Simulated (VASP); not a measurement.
Here is a VASP 6.6.1 calculation.

Contents of INCAR:

```
SYSTEM = SiC
ALGO = Normal
EDIFF = 1E-6
ENCUT = 520
GGA = PE
ISIF = 2
ISMEAR = 0
LASPH = .True.
LCHARG = .False.
LREAL = .False.
LWAVE = .False.
NBANDS = 16
NELM = 100
PREC = Accurate
SIGMA = 0.05
```

The input KPOINTS:

```
k-points
0
Gamma
  12 12 6
  0 0 0
```

POSCAR

```
SiC
1.0
    3.1631910607      0.0000000000      0.0000000000
   -1.5815955303      2.7394038156      0.0000000000
    0.0000000000      0.0000000000      5.6238373868
Si C
2 2
Direct
    0.3333333333      0.6666666667      0.0032459860
    0.6666666667      0.3333333333      0.5032459860
    0.3333333333      0.6666666667      0.3817540140
    0.6666666667      0.3333333333      0.8817540140
```

Potentials or basis: VASP PAW PBE potentials, release 64 (Si, C).

Launch:

```console
$ cat potpaw_PBE.64/Si/POTCAR potpaw_PBE.64/C/POTCAR > POTCAR
$ mpirun -np 1 vasp_std > vasp.out
```

Question: What does it give for the band gap on the k mesh?

Answer: 2.28 eV (least direct gap 3.19 eV).

Question: Estimate the pressure.

Answer: -21.7 GPa.

Stress tensor (GPa, compression positive):
```
-12.98   0.00   0.00
  0.00 -12.98   0.00
  0.00   0.00 -39.07
```

Caveat: the stress differs along the axes, from -39 to -13 GPa. PBE gaps usually lie below the measured ones, often by a third to a half.
